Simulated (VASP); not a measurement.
# Pt (P6/mmm) in VASP: notebook

Runs on Pt. Level: PBE. Tasks: single point.

All numbers are computed with VASP 6.6.1; they aren't measurements. Logs are shortened: lines on timing, memory, paths and dates and some standing lists are left out, and cuts for length are marked.

### 1 The cell of the first run

Symmetry: P6/mmm, No. 191, hexagonal system. The conventional cell has a = 4.710 Å, b = 4.710 Å, c = 2.803 Å, α = 90.00°, β = 90.00°, γ = 120.00°. Pt (site symmetry 6/mmm) has 14 Pt at 2.80 to 3.06 Å within 3.7 Å. Within 3.6 Å of Pt (site symmetry -6m2) lie 11 Pt at 2.72 to 3.06 Å.

### 2 Single point, PBE, collinear spin, ferromagnetic start (volume scaled by 1.12)

The input, INCAR:

```
SYSTEM = Pt
ALGO = Normal
EDIFF = 1E-6
ENCUT = 520
GGA = PE
ISIF = 2
ISMEAR = -1
ISPIN = 2
LASPH = .True.
LCHARG = .False.
LMAXMIX = 4
LORBIT = 11
LREAL = .False.
LWAVE = .False.
MAGMOM = 1 1 1
NBANDS = 26
NELM = 150
PREC = Accurate
SIGMA = 0.05
```

The input, KPOINTS:

```
k-points
0
Gamma
  11 11 15
  0 0 0
```

The input, POSCAR:

```
Pt
1.0
    4.7102731383      0.0000000000      0.0000000000
   -2.3551365692      4.0792161965      0.0000000000
    0.0000000000      0.0000000000      2.8026837262
Pt
3
Direct
    1.0000000000      0.0000000000      1.0000000000
    0.3333333333      0.6666666667      0.5000000000
    0.6666666667      0.3333333333      0.5000000000
```

Potentials or basis: VASP PAW PBE potentials, release 64 (Pt).

Command:

```console
> cat potpaw_PBE.64/Pt/POTCAR > POTCAR
> mpirun -np 1 vasp_std > vasp.out
```

OUTCAR:

```text
SYSTEM = Pt
   EDIFF = 1E-6
   ENCUT = 520
   GGA = PE
   ISIF = 2
   ISMEAR = -1
   ISPIN = 2
   LASPH = .True.
   LORBIT = 11
   LREAL = .False.
   NELM = 150
   PREC = Accurate

 ion  position               nearest neighbor table
   1  0.000  0.000  0.000-   2 3.06   3 3.06   2 3.06   3 3.06   2 3.06   2 3.06   3 3.06   3 3.06
                             3 3.06   3 3.06   2 3.06   2 3.06
   2  0.333  0.667  0.500-   3 2.72   3 2.72   3 2.72   1 3.06   1 3.06   1 3.06   1 3.06   1 3.06
                             1 3.06
   3  0.667  0.333  0.500-   2 2.72   2 2.72   2 2.72   1 3.06   1 3.06   1 3.06   1 3.06   1 3.06
                             1 3.06

  LATTYP: Found a hexagonal cell.
 ALAT       =     4.7102731383
 C/A-ratio  =     0.5950151178

  Lattice vectors:

 A1 = (   4.7102731383,   0.0000000000,   0.0000000000)
 A2 = (  -2.3551365692,   4.0792161965,   0.0000000000)
 A3 = (   0.0000000000,   0.0000000000,   2.8026837262)

Analysis of symmetry for initial positions (statically):
=====================================================================
 Subroutine PRICEL returns:
 Original cell was already a primitive cell.

 Routine SETGRP: Setting up the symmetry group for a
 hexagonal supercell.

 Subroutine GETGRP returns: Found 24 space group operations
 (whereof 24 operations were pure point group operations)
 out of a pool of 24 trial point group operations.

The static configuration has the point symmetry D_6h.

Analysis of symmetry for dynamics (positions and initial velocities):
=====================================================================
 Subroutine PRICEL returns:
 Original cell was already a primitive cell.

 Routine SETGRP: Setting up the symmetry group for a
 hexagonal supercell.

 Subroutine GETGRP returns: Found 24 space group operations
 (whereof 24 operations were pure point group operations)
 out of a pool of 24 trial point group operations.

The dynamic configuration has the point symmetry D_6h.

Analysis of structural, dynamic, and magnetic symmetry:
=====================================================================
 Subroutine PRICEL returns:
 Original cell was already a primitive cell.

 Routine SETGRP: Setting up the symmetry group for a
 hexagonal supercell.

 Subroutine GETGRP returns: Found 24 space group operations
 (whereof 24 operations were pure point group operations)
 out of a pool of 24 trial point group operations.

The overall configuration has the point symmetry D_6h.

 Subroutine INISYM returns: Found 24 space group operations
 (whereof 24 operations are pure point group operations),
 and found     1 'primitive' translations

----------------------------------------------------------------------------------------

                                     Primitive cell

  volume of cell :      53.8514

  direct lattice vectors                    reciprocal lattice vectors
     4.710273138  0.000000000  0.000000000     0.212301913  0.122572567  0.000000000
    -2.355136569  4.079216197  0.000000000     0.000000000  0.245145134  0.000000000
     0.000000000  0.000000000  2.802683726     0.000000000  0.000000000  0.356800873

  length of vectors
     4.710273138  4.710273138  2.802683726     0.245145134  0.245145134  0.356800873

  position of ions in fractional coordinates (direct lattice)
     0.000000000  0.000000000  0.000000000
     0.333333333  0.666666667  0.500000000
     0.666666667  0.333333333  0.500000000

  ion indices of the primitive-cell ions
   primitive index   ion index
                 1           1
                 2           2
                 3           3

----------------------------------------------------------------------------------------

 KPOINTS: k-points

Automatic generation of k-mesh.
 Grid dimensions read from file:
 generate k-points for:   11   11   15

 Generating k-lattice:

  Cartesian coordinates                     Fractional coordinates (reciprocal lattice)
     0.019300174  0.011142961  0.000000000     0.090909091 -0.000000000  0.000000000
     0.000000000  0.022285921  0.000000000     0.000000000  0.090909091  0.000000000
     0.000000000  0.000000000  0.023786725     0.000000000  0.000000000  0.066666667

  Length of vectors
     0.022285921  0.022285921  0.023786725

  Shift w.r.t. Gamma in fractional coordinates (k-lattice)
     0.000000000  0.000000000  0.000000000

 Subroutine IBZKPT returns following result:
 ===========================================

 Found    128 irreducible k-points:

 Following reciprocal coordinates:
            Coordinates               Weight
  0.000000  0.000000  0.000000      1.000000
  0.090909  0.000000  0.000000      6.000000
  0.181818  0.000000  0.000000      6.000000
  0.272727  0.000000  0.000000      6.000000
  0.363636  0.000000  0.000000      6.000000
  0.454545  0.000000  0.000000      6.000000
[... 16 lines left out ...]
  0.090909  0.090909  0.066667     12.000000
  0.181818  0.090909  0.066667     24.000000
 [... further k-points ...]
   k-points           NKPTS =    128   k-points in BZ     NKDIM =    128   number of bands    NBANDS=     26
   number of dos      NEDOS =    301   number of ions     NIONS =      3
   total plane-waves  NPLWV =  31104
   dimension x,y,z NGX =    36 NGY =   36 NGZ =   24
   dimension x,y,z NGXF=    72 NGYF=   72 NGZF=   48
   ions per type =               3
   NGX,Y,Z   is equivalent  to a cutoff of  12.71, 12.71, 14.24 a.u.
   NGXF,Y,Z  is equivalent  to a cutoff of  25.41, 25.41, 28.47 a.u.
 SYSTEM =  Pt
   PREC   = accura    normal or accurate (medium, high low for compatibility)
   ISTART =      0    job   : 0-new  1-cont  2-samecut
   ICHARG =      2    charge: 1-file 2-atom 10-const
   ISPIN  =      2    spin polarized calculation?
   LNONCOLLINEAR =      F non collinear calculations
   LSORBIT =      F    spin-orbit coupling
   LASPH  =      T    aspherical Exc in radial PAW
   ENCUT  =  520.0 eV  38.22 Ry    6.18 a.u.   8.76  8.76  5.21*2*pi/ulx,y,z
   NELM   =    150;   NELMIN=  2; NELMDL= -5     # of ELM steps
   EDIFF  = 0.1E-05   stopping-criterion for ELM
   LREAL  =      F    real-space projection
   EDIFFG = 0.1E-04   stopping-criterion for IOM
   NSW    =      0    number of steps for IOM
   IBRION =     -1    ionic relax: 0-MD 1-quasi-New 2-CG
   NFREE  =      0    steps in history (QN), initial steepest desc. (CG)
   ISIF   =      2    stress and relaxation
   ISYM   =      2    0-nonsym 1-usesym 2-fastsym
   POTIM  = 0.5000    time-step for ionic-motion
   TEBEG  =    0.0;   TEEND  =   0.0 temperature during run
   PSTRESS=    0.0 pullay stress
   NELECT =      30.0000    total number of electrons
   NUPDOWN=      -1.0000    fix difference up-down
   EMIN   =  10.00;   EMAX   =-10.00  energy-range for DOS
   EFERMI =   0.00;   METHOD = LEGACY
   ISMEAR =    -1;   SIGMA  =   0.05  broadening in eV -4-tet -1-fermi 0-gaus
   EFERMI_NEDOS =   21; number of points for ismear=-14 and -15
   IALGO  =     38    algorithm
   IMIX   =      4    mixing-type and parameters
     AMIX     =   0.40;   BMIX     =  1.00
     AMIX_MAG =   1.60;   BMIX_MAG =  1.00
  volume/ion in A,a.u.               =      17.95       121.14
  Fermi-wavevector in a.u.,A,eV,Ry     =   1.347048  2.545551 24.688278  1.814537
  Thomas-Fermi vector in A             =   2.474830
   LORBIT       =     11    0 simple, 1 ext, 2 COOP (PROOUT), +10 PAW based schemes
   GGA     = PE    functional components
   LHFCALC =     F    Hartree Fock is set to
   AEXX    =    0.0000 exact exchange contribution
   IVDW    =     0    specifies the selected vdW correction
   LEPSILON=     F    determine dielectric tensor
   LRPA    =     F    only Hartree local field effects (RPA)
 spin polarized calculation
  energy-cutoff  :      520.00
  volume of cell :       53.85
 maximum number of plane-waves:      1486
 NGX is ok and might be reduce to    36
   NGX = 17   NGY = 17   NGZ = 11

 number of electron      30.0000003 magnetization       0.0053692

 number of electron      30.0000003 magnetization      -0.0022798

 Free energy of the ion-electron system (eV)
  ---------------------------------------------------
  ext. energy  EPLUGINS =         0.00000000
  ---------------------------------------------------
  free energy    TOTEN  =       -17.47776746 eV

  energy without entropy =      -17.42031508  energy(sigma->0) =      -17.44904127

 E-fermi :   8.1676     XC(G=0): -12.4482

 val. band max:        8.1674181426   @ k =   0.3636   0.0000   0.0000
 cond. band min:       8.1679757677   @ k =   0.3636   0.0000   0.0000
 fundamental gap:      0.0005576251
 Fermi energy:         8.1675754410

 spin component 1

 k-point     1 :       0.0000    0.0000    0.0000
  band No.  band energies     occupation
      1      -0.1789      1.00000
      2       2.9769      1.00000
      3       4.1997      1.00000
      4       4.8506      1.00000
      5       4.8670      1.00000
      6       4.8670      1.00000
[... 18 lines left out ...]
     25      26.0584      0.00000
     26      26.0584      0.00000
[... 644 lines left out ...]
      4       3.8560      1.00000
      5       4.4005      1.00000
      6       4.8445      1.00000
[... 18 lines left out ...]
     25      24.8897      0.00000
     26      25.8764      0.00000

 [... further k-points ...]

 spin component 2

 k-point     1 :       0.0000    0.0000    0.0000
  band No.  band energies     occupation
      1      -0.1790      1.00000
      2       2.9766      1.00000
      3       4.1995      1.00000
      4       4.8502      1.00000
      5       4.8666      1.00000
      6       4.8666      1.00000
[... 18 lines left out ...]
     25      26.0583      0.00000
     26      26.0583      0.00000
[... 644 lines left out ...]
      4       3.8557      1.00000
      5       4.4001      1.00000
      6       4.8441      1.00000
[... 18 lines left out ...]
     25      24.8897      0.00000
     26      25.8763      0.00000

 [... further k-points ...]
[... 5 lines left out ...]
  --------------------------------------------------------------------------------------
  -------------------------------------------------------------------------------------
  Total       -6.6274263     -6.6274263     -6.6720513      0.0000000      0.0000000      0.0000000
  in kB     -197.1780575   -197.1780575   -198.5057316      0.0000000      0.0000000      0.0000000
  external PRESSURE =    -197.6206155 kB  Pullay stress =       0.0000000 kB

 VOLUME and BASIS-vectors are now :
 -----------------------------------------------------------------------------
  energy-cutoff  :      520.00
  volume of cell :       53.85
      direct lattice vectors                 reciprocal lattice vectors
     4.710273138  0.000000000  0.000000000     0.212301913  0.122572567  0.000000000
    -2.355136569  4.079216197  0.000000000     0.000000000  0.245145134  0.000000000
     0.000000000  0.000000000  2.802683726     0.000000000  0.000000000  0.356800873

 POSITION                                       TOTAL-FORCE (eV/Angst)
 -----------------------------------------------------------------------------------
      0.00000      0.00000      0.00000        -0.000000      0.000000     -0.000000
     -0.00000      2.71948      1.40134        -0.000000      0.000000      0.000000
      2.35514      1.35974      1.40134         0.000000     -0.000000     -0.000000
 -----------------------------------------------------------------------------------
    total drift:                                0.000000      0.000000     -0.000000

  FREE ENERGIE OF THE ION-ELECTRON SYSTEM (eV)
  ---------------------------------------------------
  free  energy   TOTEN  =       -17.4777674622 eV

  energy  without entropy=      -17.4203150811  energy(sigma->0) =      -17.44904127

 total charge

# of ion       s       p       d       tot
------------------------------------------
    1        0.536   0.384   7.981   8.900
    2        0.594   0.439   7.958   8.991
    3        0.594   0.439   7.958   8.991
--------------------------------------------------
tot          1.723   1.262  23.897  26.882

 magnetization (x)

# of ion       s       p       d       tot
------------------------------------------
    1       -0.000   0.000  -0.001  -0.001
    2        0.000   0.000  -0.001  -0.001
    3        0.000   0.000  -0.001  -0.001
--------------------------------------------------
tot          0.000   0.000  -0.002  -0.002
```

Wall time 4.9 min (1 thread of Intel Xeon 6975P-C, shared host); peak memory 0.37 GiB.

What came out:

```yaml
Free_energy: -17.4778 eV
Pressure: -19.8 GPa
Band_gap_on_the_k_mesh: zero (filled and empty bands overlap)
Net_moment: 0.00 μB per cell
Valence_electrons_inside_the_program's_atomic_spheres: Pt 8.90, 8.99
```

Stress tensor (GPa, compression positive):
```
-19.72   0.00   0.00
  0.00 -19.72   0.00
  0.00   0.00 -19.85
```

Levels at points of the mesh, in eV from the Fermi level:
Spin up:
```csv
k point,band 12,band 13,band 14,band 15,band 16,band 17,band 18,band 19
"(0.00, 0.00, 0.00)",-1.55,-1.43,-1.43,0.25,0.25,4.34,5.20,6.68
```
Spin down:
```
           k point  band 12  band 13  band 14  band 15  band 16  band 17  band 18  band 19
(0.00, 0.00, 0.00)    -1.55    -1.43    -1.43     0.25     0.25     4.34     5.20     6.68
```

Caveat: spin-orbit coupling is left out, which moves the levels of the heavy elements.

### 3 Single point, PBE, collinear spin, ferromagnetic start (volume scaled by 1.08)

The input, INCAR:

```
PREC = Accurate ; ENCUT = 520
EDIFF = 1E-7 ; ISMEAR = -1
SIGMA = 0.05 ; LREAL = False
LASPH = True ; NELM = 150
ALGO = Normal ; ISIF = 2
LWAVE = False ; LCHARG = False
ISPIN = 2 ; MAGMOM = 1 1 1
LORBIT = 11 ; LMAXMIX = 4
GGA = PE ; NBANDS = 26
```

The input, KPOINTS:

```
Automatic mesh
0
Gamma
  9 9 13
```

The input, POSCAR:

```
Pt
1.0
    4.6535173260      0.0000000000      0.0000000000
   -2.3267586630      4.0300642213      0.0000000000
    0.0000000000      0.0000000000      2.7689131673
Pt
3
Direct
    1.0000000000      1.0000000000      1.0000000000
    0.3333333333      0.6666666667      0.5000000000
    0.6666666667      0.3333333333      0.5000000000
```

Potentials or basis: VASP PAW PBE potentials, release 64 (Pt).

Command:

```console
> cat potpaw_PBE.64/Pt/POTCAR > POTCAR
> mpirun -np 1 vasp_std > vasp.out
```

Wall time 2 min (1 thread of Intel Xeon Platinum 8559C (Emerald Rapids), shared host); peak memory 0.3 GiB.

Results (log left out):

```
Free energy                                           : -17.6729 eV
Pressure                                              : -15.0 GPa
Band gap on the k mesh                                : zero (filled and empty bands overlap)
Net moment                                            : 0.00 μB per cell
Valence electrons inside the program's atomic spheres : Pt 8.96, 9.06
```

Stress tensor (GPa, compression positive):
```
-15.12   0.00   0.00
  0.00 -15.12   0.00
  0.00   0.00 -14.72
```

Levels at points of the mesh, in eV from the Fermi level:
Spin up:
```
           k point  band 11  band 12  band 13  band 14  band 15  band 16  band 17  band 18  band 19  band 20
(0.00, 0.00, 0.00)    -1.65    -1.65    -1.53    -1.53     0.27     0.27     4.51     5.40     6.84     6.84
```
Spin down:
| k point | band 12 | band 13 | band 14 | band 15 | band 16 | band 17 | band 18 | band 19 |
| --- | --- | --- | --- | --- | --- | --- | --- | --- |
| (0.00, 0.00, 0.00) | -1.65 | -1.53 | -1.53 | 0.27 | 0.27 | 4.51 | 5.40 | 6.84 |

Caveat: spin-orbit coupling is left out, which moves the levels of the heavy elements.
